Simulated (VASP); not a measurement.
Set up this calculation in VASP 6.6.1, as the native input.

* Task: single point
* Functional: PBE
* Potentials or basis: VASP PAW PBE potentials, release 64 (Ti_sv, Al)
* Cutoff: 520 eV
* k mesh: 18 × 18 × 10
* Occupations: gaussian, width 0.15 eV
* Spin: no spin polarisation
* Dipole correction: no
* Further INCAR settings: ALGO = Normal; EDIFF = 1e-07; NBANDS = 14

The structure of TiAl lies in POSCAR:

```
TiAl
1.0
    2.8089000000      0.0000000000      0.0000000000
   -1.4044500000      2.4325787567      0.0000000000
    0.0000000000      0.0000000000      4.0906000000
Ti Al
1 1
Direct
    0.0000000000      0.0000000000      0.0000000000
    0.3333333333      0.6666666667      0.5000000000
```

The input as run:

INCAR

```
PREC     = Accurate       # precision mode
ENCUT    = 520            # plane-wave cutoff, eV
EDIFF    = 1E-7           # SCF threshold, eV
ISMEAR   = 0              # smearing method
SIGMA    = 0.15           # smearing width, eV
LREAL    = F              # projectors in reciprocal space
LASPH    = T              # aspherical terms in the spheres
NELM     = 60             # most SCF steps
ALGO     = Normal         # electronic algorithm
ISIF     = 2              # what is computed and relaxed
LWAVE    = F              # write WAVECAR
LCHARG   = F              # write CHGCAR
GGA      = PE             # functional
NBANDS   = 14             # bands
```

KPOINTS

```
regular mesh
0
Gamma
  18 18 10
```

Potentials or basis: VASP PAW PBE potentials, release 64 (Ti_sv, Al).

Command:

```sh
$ cat potpaw_PBE.64/Ti_sv/POTCAR potpaw_PBE.64/Al/POTCAR > POTCAR
$ mpirun -np 1 vasp_std > vasp.out
```

It gave:

- Pressure: 29.8 GPa

It took 50 s on 1 thread of Intel Xeon 6975P-C, on a shared host, peak memory 0.22 GiB.
